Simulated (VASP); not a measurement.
Here is a VASP 6.6.1 calculation.

File INCAR:

```
SYSTEM = Ta2N
ALGO = Normal
EDIFF = 1E-7
ENCUT = 520
GGA = PS
ISIF = 2
ISMEAR = 0
LASPH = .True.
LCHARG = .False.
LREAL = .False.
LWAVE = .False.
NBANDS = 20
NELM = 80
PREC = Accurate
SIGMA = 0.15
```

File KPOINTS:

```
k-points
0
Gamma
  18 18 10
  0 0 0
```

Contents of POSCAR:

```
Ta2N
1.0
    2.9852748429      0.0000000000      0.0000000000
   -1.4926374215      2.5853238513      0.0000000000
    0.0000000000      0.0000000000      4.8215173988
Ta N
2 1
Direct
    0.6666666667      0.3333333333      0.7463700642
    0.3333333333      0.6666666667      0.2536299358
    0.0000000000      0.0000000000      0.0000000000
```

Potentials or basis: VASP PAW PBE potentials, release 64 (Ta_pv, N).

The run is started by

```console
$ cat potpaw_PBE.64/Ta_pv/POTCAR potpaw_PBE.64/N/POTCAR > POTCAR
$ mpirun -np 1 vasp_std > vasp.out
```

Question: What does it give for the largest force?

Answer: 0.813 eV/Å.

Question: What does it give for the pressure?

Answer: 22.4 GPa.

Forces in eV/Å, atoms in the order of the input:
```
Ta   0.000  0.000 -0.813
Ta   0.000  0.000  0.813
N    0.000  0.000  0.000
```

Caveat: the stress differs along the axes, from 17 to 25 GPa; the PAW data sets were made with another functional, which shifts forces and pressure a little.
